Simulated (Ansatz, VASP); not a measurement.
## V: VASP beside Ansatz

```xyz
1
Lattice="-1.4992 1.4992 1.4992 1.4992 -1.4992 1.4992 1.4992 1.4992 -1.4992" Properties=species:S:1:pos:R:3 pbc="T T T"
V     0.0000    0.0000    0.0000
```

Alike in both runs: functional PBE; k mesh 18 × 18 × 18; occupations fermi-dirac, width 0.1 eV; no spin polarisation.

Ansatz relaxed the structure, and its values are those at the end. VASP's run is a single point on that final structure, the one shown.

```csv
,VASP,Ansatz
version,VASP 6.6.1,Ansatz 0.2.0
potentials or method,"VASP PAW PBE potentials, release 64 (V_sv)","PAW with Ansatz's default frozen-core files, scalar-relativistic"
plane-wave cutoff (eV),520,420
valence electrons in the cell,13,13
```

|  | VASP | Ansatz | Ansatz less VASP |
| --- | --- | --- | --- |
| pressure (GPa) | 0.2 | 0.0 | -0.23 |
